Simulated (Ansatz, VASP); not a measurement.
**One calculation of Si2F3, two programs**

```
CELL_PARAMETERS angstrom
4.59426 0.00000 0.00000
-2.29713 3.97875 0.00000
0.00000 0.00000 2.54899
ATOMIC_POSITIONS crystal
Si 0.33333 0.66667 0.50000
Si 0.66667 0.33333 0.50000
F 0.33333 0.66667 0.00000
F 0.66667 0.33333 0.00000
F 0.00000 0.00000 0.00000
```

Alike in both runs: task relaxation of cell and atoms; functional PBE; k mesh 6 × 6 × 6; occupations gaussian, width 0.1 eV; no spin polarisation.

|  | VASP | Ansatz |
| --- | --- | --- |
| version | VASP 6.6.1 | Ansatz 0.2.0 |
| potentials or method | VASP PAW PBE potentials, release 64 (Si, F), cutoff 600 eV | scalar-relativistic, plane waves, PAW |
| valence electrons in the cell | 29 | 29 |

```tsv
	VASP	Ansatz	Ansatz less VASP
gap on the k mesh at the Fermi level, each at its own relaxed structure (eV)	none	none	-
relaxed volume (Å³/atom)	11.79	12.31	+0.521
relaxed cell length with the largest relative difference (Å)	3.512	3.600	+0.0884
```

A gap of «none» marks a metal or a gap that the smearing closes.

The k mesh is coarse, so the values compare programs but aren't converged. Noted on VASP's run: the volume moved by over 15 % at a fixed basis, so the end points are rough.
